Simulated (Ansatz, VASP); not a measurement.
## One calculation of CoH3, two programs

```
Co H
1.0
     4.25249    0.00000    0.00000
    -2.12624    3.68276    0.00000
     0.00000    0.00000    3.07537
Co H
2 6
Direct
  0.33333 0.66667 0.50000
  0.66667 0.33333 0.50000
  0.50000 0.00000 0.00000
  0.00000 0.50000 0.00000
  0.50000 0.50000 0.00000
  0.33333 0.66667 0.00000
  0.66667 0.33333 0.00000
  0.00000 0.00000 0.50000
```

Alike in both runs: functional PBE; k mesh 4 × 4 × 3; occupations gaussian, width 0.15 eV; collinear spin.

Ansatz relaxed the structure, and its values are those at the end. VASP's run is a single point on that final structure, the one shown.

```csv
,VASP,Ansatz
version,VASP 6.6.1,Ansatz 0.2.0
potentials or method,"VASP PAW PBE potentials, release 64 (Co_sv, H), cutoff 690 eV","scalar-relativistic, plane waves, PAW"
valence electrons in the cell,40,40
```

Ansatz gave:

- gap on the k mesh at the Fermi level (eV): none
- pressure (GPa): 0.2
- net moment per atom (μB): 0.25
- size of the moment on the site where the two differ most (μB): 0.87

Task: What did VASP give for the same quantities?

Result: gap on the k mesh at the Fermi level (eV): none; pressure (GPa): -0.4; net moment per atom (μB): 0.25; size of the moment on the site where the two differ most (μB): 1.02.

Site moments also hang on the region over which each program counts them. A gap of «none» marks a metal or a gap that the smearing closes.

The k mesh is coarse, so the values compare programs but aren't converged.
